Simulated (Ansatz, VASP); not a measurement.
**MnO2: VASP beside Ansatz**

Contents of INCAR:

```
PREC = Accurate
ENCUT = 520
EDIFF = 1E-7
ISMEAR = -1
SIGMA = 0.03
LREAL = False
LASPH = True
NELM = 150
ALGO = Normal
ISIF = 2
LWAVE = False
LCHARG = False
ISPIN = 2
MAGMOM = 4 0 0
LORBIT = 11
LMAXMIX = 4
LDAU = True
LDAUTYPE = 2
LDAUL = 2 -1
LDAUU = 4.5 0
LDAUJ = 0 0
LDAUPRINT = 1
NBANDS = 24
```

File KPOINTS:

```
Automatic mesh
0
Gamma
  11 11 6
```

The input POSCAR:

```
MnO2
1.0
    2.8565781804      0.0000000000      0.0000000000
   -1.4282890902      2.4738692722      0.0000000000
    0.0000000000      0.0000000000      4.6013740589
Mn O
1 2
Direct
    0.0000000000      0.0000000000      0.5000000000
    0.6666666667      0.3333333333      0.2937074300
    0.3333333333      0.6666666667      0.7062925700
```

Input for Ansatz:

```yaml
crystal:
  lattice:
    - [2.8565781804, 0.0, 0.0]
    - [-1.4282890902, 2.4738692722, 0.0]
    - [0.0, 0.0, 4.6013740589]
  atoms:
    - { symbol: Mn, position: [0.0, 0.0, 0.5], spin: 4.0 }
    - { symbol: O, position: [0.6666666667, 0.3333333333, 0.29370743] }
    - { symbol: O, position: [0.3333333333, 0.6666666667, 0.70629257] }
magnetization:
  spin_polarized: true
kpoints:
  mp_grid: { grid: [11, 11, 6] }
scf:
  occupations: { method: fermi_dirac, width: 0.03 }
hamiltonian:
  xc: lda
  pseudopotentials: { kind: all_electron, lapw: { basis_error: 0.001 } }
  hubbard: { sites: [{ species: Mn, l: d, u_eff: 4.5 }] }
output:
  forces: true
  stress: true
  eigenvalues: true
  hubbard: { sites: [{ species: Mn, l: d }] }
  populations: true
```

Alike in both runs: task single point; functional LDA; k mesh 11 × 11 × 6; occupations fermi-dirac, width 0.03 eV; collinear spin; Hubbard terms Mn d U = 4.5 eV.

|  | VASP | Ansatz |
| --- | --- | --- |
| version | VASP 6.6.1 | Ansatz 0.2.0 |
| potentials or method | VASP PAW LDA potentials, release 64 (Mn_pv, O), cutoff 520 eV | all-electron LAPW, scalar-relativistic |

VASP gave:

```
gap on the k mesh at the Fermi level (eV)                     : 1.79
pressure (GPa)                                                : -2.0
traceless stress, the component that is largest in VASP (GPa) : -0.67
rms of the force components (eV/Å)                            : 0.074
net moment per atom (μB)                                      : 1.00
size of the moment on the site where the two differ most (μB) : 3.15
```

Q: Which values does Ansatz return?

A: gap on the k mesh at the Fermi level (eV): 1.72; pressure (GPa): -2.1; traceless stress, the component that is largest in VASP (GPa): -1.13; rms of the force components (eV/Å): 0.106; net moment per atom (μB): 1.00; size of the moment on the site where the two differ most (μB): 3.05.

LDA's correlation is that of Perdew and Zunger in VASP and of Perdew and Wang (1992) in Ansatz. Site moments also hang on the region over which each program counts them. The programs project onto different local orbitals, so the same U acts differently, and such runs can settle in different states. Atom by atom the forces differ by 0.032 eV/Å (rms over components). Ansatz ran all-electron here, and VASP with PAW potentials.
